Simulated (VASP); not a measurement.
Crystal: CaF2 (Fluorite).

```xyz
3
Lattice="0.0000 2.7196 2.7196 2.7196 0.0000 2.7196 2.7196 2.7196 0.0000" Properties=species:S:1:pos:R:3 pbc="T T T"
Ca    0.0000    0.0000    0.0000
F     1.3598    1.3598    1.3598
F     4.0794    4.0794    4.0794
```

Base run:

| Item | Value |
| --- | --- |
| Program | VASP 6.6.1 |
| Functional | r2SCAN |
| Potentials or basis | VASP PAW PBE potentials, release 64 (Ca_sv, F) |
| Cutoff | 660 eV |
| k mesh | 6 × 6 × 6 |
| Occupations | gaussian, width 0.01 eV |
| Spin | no spin polarisation |

Its results: band gap on the k mesh 8.03 eV, indirect (least direct gap 8.29 eV); pressure 0.4 GPa.

Question: The run is repeated on the same cell with these changes: functional from r2SCAN to PBE; cutoff from 660 eV to 600 eV. What comes out?

Answer: Band gap on the k mesh 7.36 eV, indirect (least direct gap 7.61 eV); pressure 3.6 GPa.

r2SCAN gives the wider gap, since meta-GGAs in the generalised Kohn-Sham scheme recover part of the derivative discontinuity.

Caveats: the PAW data sets were made with another functional, which shifts forces and pressure a little (some runs).

A k mesh can miss the band edges.
